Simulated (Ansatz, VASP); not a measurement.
## One calculation of Bi2B3Br, two programs

```
CELL_PARAMETERS angstrom
6.32558 0.00000 0.00000
-3.16279 5.47811 0.00000
0.00000 0.00000 3.60108
ATOMIC_POSITIONS crystal
B 0.00000 0.50000 0.02835
B 0.50000 0.00000 0.02835
B 0.50000 0.50000 0.02835
Bi 0.66667 0.33333 0.52834
Bi 0.33333 0.66667 0.52834
Br 0.00000 0.00000 0.02827
```

Change from the starting cell: species swapped into the NaSn2Pd3 type (P6mm, No. 183).

Alike in both runs: functional PBE; k mesh 12 × 12 × 10; occupations gaussian, width 0.1 eV; no spin polarisation.

Ansatz relaxed the structure, and its values are those at the end. VASP's run is a single point on that final structure, the one shown.

|  | VASP | Ansatz |
| --- | --- | --- |
| version | VASP 6.6.1 | Ansatz 0.2.0 |
| potentials or method | VASP PAW PBE potentials, release 64 (B, Bi_d, Br), cutoff 520 eV | scalar-relativistic, plane waves, PAW |
| valence electrons in the cell | 46 | 46 |

|  | VASP | Ansatz | Ansatz less VASP |
| --- | --- | --- | --- |
| gap on the k mesh at the Fermi level (eV) | none | none | - |
| pressure (GPa) | 0.0 | 0.0 | 0.00 |

A gap of «none» marks a metal or a gap that the smearing closes.

Spin-orbit coupling is off throughout.
